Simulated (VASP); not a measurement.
# Ir (P6_3/mmc) in VASP: notebook, part 2 of 2

VASP 6.6.1. Earlier steps stand in the parts before.

**3. Single point, LDA, non-collinear spin, zero start, spin-orbit coupling**

This run uses another cell than the first one, of 14.63 Å³/atom.

Contents of INCAR:

```
PREC = Accurate ; ENCUT = 560
EDIFF = 1E-6 ; ISMEAR = -1
SIGMA = 0.05 ; LREAL = F
LASPH = T ; NELM = 200
ALGO = Normal ; ISIF = 2
LWAVE = F ; LCHARG = F
MAGMOM = 0 0 0 0 0 0 ; LORBIT = 11
LSORBIT = T ; GGA_COMPAT = F
LORBMOM = T ; LMAXMIX = 4
NBANDS = 46
```

Contents of KPOINTS:

```
Automatic mesh
0
Gamma
  8 8 5
```

Contents of POSCAR:

```
Ir
1.0
    2.7513778946      0.0000000000      0.0000000000
   -1.3756889473      2.3827631521      0.0000000000
    0.0000000000      0.0000000000      4.4622900000
Ir
2
Direct
    0.3333333333      0.6666666667      0.2500000000
    0.6666666667      0.3333333333      0.7500000000
```

Potentials or basis: VASP PAW LDA potentials, release 64 (Ir_sv_GW).

Launch:

```console
$ cat potpaw_LDA.64/Ir_sv_GW/POTCAR > POTCAR
$ mpirun -np 1 vasp_ncl > vasp.out
```

OUTCAR:

```text
PREC = Accurate
   ENCUT = 560
   EDIFF = 1E-6
   ISMEAR = -1
   LREAL = F
   LASPH = T
   NELM = 200
   ISIF = 2
   LORBIT = 11
   LSORBIT = T

 ion  position               nearest neighbor table
   1  0.333  0.667  0.250-   2 2.74   2 2.74   2 2.74   2 2.74   2 2.74   2 2.74
   2  0.667  0.333  0.750-   1 2.74   1 2.74   1 2.74   1 2.74   1 2.74   1 2.74

  LATTYP: Found a hexagonal cell.
 ALAT       =     2.7513778946
 C/A-ratio  =     1.6218382828

  Lattice vectors:

 A1 = (   2.7513778946,   0.0000000000,   0.0000000000)
 A2 = (  -1.3756889473,   2.3827631521,   0.0000000000)
 A3 = (   0.0000000000,   0.0000000000,   4.4622900000)

Analysis of symmetry for initial positions (statically):
=====================================================================
 Subroutine PRICEL returns:
 Original cell was already a primitive cell.

 Routine SETGRP: Setting up the symmetry group for a
 hexagonal supercell.

 Subroutine GETGRP returns: Found 24 space group operations
 (whereof 12 operations were pure point group operations)
 out of a pool of 24 trial point group operations.

The static configuration has the point symmetry D_3d.
 The point group associated with its full space group is D_6h.

Analysis of symmetry for dynamics (positions and initial velocities):
=====================================================================
 Subroutine PRICEL returns:
 Original cell was already a primitive cell.

 Routine SETGRP: Setting up the symmetry group for a
 hexagonal supercell.

 Subroutine GETGRP returns: Found 24 space group operations
 (whereof 12 operations were pure point group operations)
 out of a pool of 24 trial point group operations.

The dynamic configuration has the point symmetry D_3d.
 The point group associated with its full space group is D_6h.

Analysis of structural, dynamic, and magnetic symmetry:
=====================================================================
 Subroutine PRICEL returns:
 Original cell was already a primitive cell.

 Routine SETGRP: Setting up the symmetry group for a
 hexagonal supercell.

 Subroutine GETGRP returns: Found 24 space group operations
 (whereof 12 operations were pure point group operations)
 out of a pool of 24 trial point group operations.

The overall configuration has the point symmetry D_3d.
 The point group associated with its full space group is D_6h.

 Subroutine INISYM returns: Found 24 space group operations
 (whereof 12 operations are pure point group operations),
 and found     1 'primitive' translations

----------------------------------------------------------------------------------------

                                     Primitive cell

  volume of cell :      29.2542

  direct lattice vectors                    reciprocal lattice vectors
[... 1329 lines left out ...]
  --------------------------------------------------------------------------------------
  -------------------------------------------------------------------------------------
  Total       -2.8307800     -2.8307800     -2.8509293      0.0000000      0.0000000      0.0000000
  in kB     -155.0343011   -155.0343011   -156.1378249      0.0000000      0.0000000      0.0000000
  external PRESSURE =    -155.4021424 kB  Pullay stress =       0.0000000 kB

 VOLUME and BASIS-vectors are now :
 -----------------------------------------------------------------------------
  energy-cutoff  :      560.00
  volume of cell :       29.25
      direct lattice vectors                 reciprocal lattice vectors
     2.751377895  0.000000000  0.000000000     0.363454254  0.209840411  0.000000000
    -1.375688947  2.382763152  0.000000000     0.000000000  0.419680823  0.000000000
     0.000000000  0.000000000  4.462290000     0.000000000  0.000000000  0.224100182

 POSITION                                       TOTAL-FORCE (eV/Angst)
 -----------------------------------------------------------------------------------
     -0.00000      1.58851      1.11557         0.000000     -0.000000      0.000000
      1.37569      0.79425      3.34672        -0.000000      0.000000      0.000000
 -----------------------------------------------------------------------------------
    total drift:                                0.000000     -0.000000      0.000000

  FREE ENERGIE OF THE ION-ELECTRON SYSTEM (eV)
  ---------------------------------------------------
  free  energy   TOTEN  =       -25.6490581875 eV

  energy  without entropy=      -25.6233499867  energy(sigma->0) =      -25.63620409

 orbital moment (x)

 # of ion     p       d       f       tot
 ------------------------------------------------
  1         0.000  -0.000  -0.000  -0.000
  2         0.000  -0.000  -0.000  -0.000
 ------------------------------------------------
            0.000  -0.000  -0.000  -0.000

 orbital moment (y)

 # of ion     p       d       f       tot
 ------------------------------------------------
  1        -0.000  -0.000   0.000  -0.000
  2        -0.000   0.000   0.000   0.000
 ------------------------------------------------
           -0.000  -0.000   0.000  -0.000

 orbital moment (z)

 # of ion     p       d       f       tot
 ------------------------------------------------
  1         0.000  -0.000   0.000  -0.000
  2         0.000   0.000   0.000   0.000
 ------------------------------------------------
            0.000   0.000   0.000   0.000

 Spin-Orbit-Coupling matrix elements

 Ion:    1  E_soc:     -4.1079341
 l=   1
     0.0000000    -0.5988633    -0.5998639
    -0.5988633     0.0000000    -0.5988633
    -0.5998639    -0.5988633     0.0000000
 l=   2
     0.0000000    -0.0180689     0.0000000    -0.0180689    -0.0685333
    -0.0180689     0.0000000    -0.0483248    -0.0188973    -0.0180689
     0.0000000    -0.0483248     0.0000000    -0.0483248     0.0000000
    -0.0180689    -0.0188973    -0.0483248     0.0000000    -0.0180689
    -0.0685333    -0.0180689     0.0000000    -0.0180689     0.0000000
 l=   3
     0.0000000    -0.0000005     0.0000000     0.0000000     0.0000000    -0.0000005    -0.0000053
    -0.0000005     0.0000000    -0.0000014     0.0000000    -0.0000014    -0.0000012    -0.0000001
     0.0000000    -0.0000014     0.0000000    -0.0000040     0.0000007    -0.0000014     0.0000000
     0.0000000     0.0000000    -0.0000040     0.0000000    -0.0000040     0.0000000     0.0000000
     0.0000000    -0.0000014     0.0000007    -0.0000040     0.0000000    -0.0000014     0.0000000
    -0.0000005    -0.0000012    -0.0000014     0.0000000    -0.0000014     0.0000000    -0.0000001
    -0.0000053    -0.0000001     0.0000000     0.0000000     0.0000000    -0.0000001     0.0000000

 Ion:    2  E_soc:     -4.1079341
 l=   1
     0.0000000    -0.5988633    -0.5998639
    -0.5988633     0.0000000    -0.5988633
    -0.5998639    -0.5988633     0.0000000
 l=   2
     0.0000000    -0.0180689     0.0000000    -0.0180689    -0.0685333
    -0.0180689     0.0000000    -0.0483248    -0.0188973    -0.0180689
     0.0000000    -0.0483248     0.0000000    -0.0483248     0.0000000
    -0.0180689    -0.0188973    -0.0483248     0.0000000    -0.0180689
    -0.0685333    -0.0180689     0.0000000    -0.0180689     0.0000000
 l=   3
     0.0000000    -0.0000005     0.0000000     0.0000000     0.0000000    -0.0000005    -0.0000053
    -0.0000005     0.0000000    -0.0000014     0.0000000    -0.0000014    -0.0000012    -0.0000001
     0.0000000    -0.0000014     0.0000000    -0.0000040     0.0000007    -0.0000014     0.0000000
     0.0000000     0.0000000    -0.0000040     0.0000000    -0.0000040     0.0000000     0.0000000
     0.0000000    -0.0000014     0.0000007    -0.0000040     0.0000000    -0.0000014     0.0000000
    -0.0000005    -0.0000012    -0.0000014     0.0000000    -0.0000014     0.0000000    -0.0000001
    -0.0000053    -0.0000001     0.0000000     0.0000000     0.0000000    -0.0000001     0.0000000

 total charge

# of ion       s       p       d       f       tot
--------------------------------------------------
    1        3.814   6.120   6.296   0.022  16.252
    2        3.814   6.120   6.296   0.022  16.252
--------------------------------------------------
tot          7.628  12.240  12.592   0.044  32.504

 magnetization (x)

# of ion       s       p       d       f       tot
--------------------------------------------------
    1        0.000   0.000   0.000   0.000   0.000
    2        0.000   0.000   0.000   0.000   0.000
--------------------------------------------------
tot          0.000   0.000   0.000   0.000   0.000

 magnetization (y)

# of ion       s       p       d       f       tot
--------------------------------------------------
    1        0.000   0.000   0.000   0.000   0.000
    2        0.000   0.000   0.000   0.000   0.000
--------------------------------------------------
tot          0.000   0.000   0.000   0.000   0.000

 magnetization (z)

# of ion       s       p       d       f       tot
--------------------------------------------------
    1        0.000   0.000   0.000   0.000   0.000
    2        0.000   0.000   0.000   0.000   0.000
--------------------------------------------------
tot          0.000   0.000   0.000   0.000   0.000
```

stdout:

```text
POSCAR found type information on POSCAR Ir
 POSCAR found :  1 types and       2 ions
 scaLAPACK will be used
 LDA part: xc-table for (Slater(with rela. corr.)+CA(PZ))
 , standard interpolation
 POSCAR, INCAR and KPOINTS ok, starting setup
 FFT: planning ... GRIDC
 FFT: planning ... GRID_SOFT
 FFT: planning ... GRID
 WAVECAR not read
 entering main loop
```

It took 2.8 min on 1 thread of AMD EPYC, shared host; peak memory 0.2 GiB.

Results:

```yaml
Free_energy: -25.6491 eV
Pressure: -15.5 GPa
Net_moment: 0.00 μB per cell
Valence_electrons_inside_the_program's_atomic_spheres: Ir 16.25
```

Stress tensor (GPa, compression positive):
```
-15.50   0.00   0.00
  0.00 -15.50   0.00
  0.00   0.00 -15.61
```

Moments on the atoms (μB; x, y, z):
```
Ir  0.00 0.00 0.00
Ir  0.00 0.00 0.00
```

Caveat: the cell stands under tension.
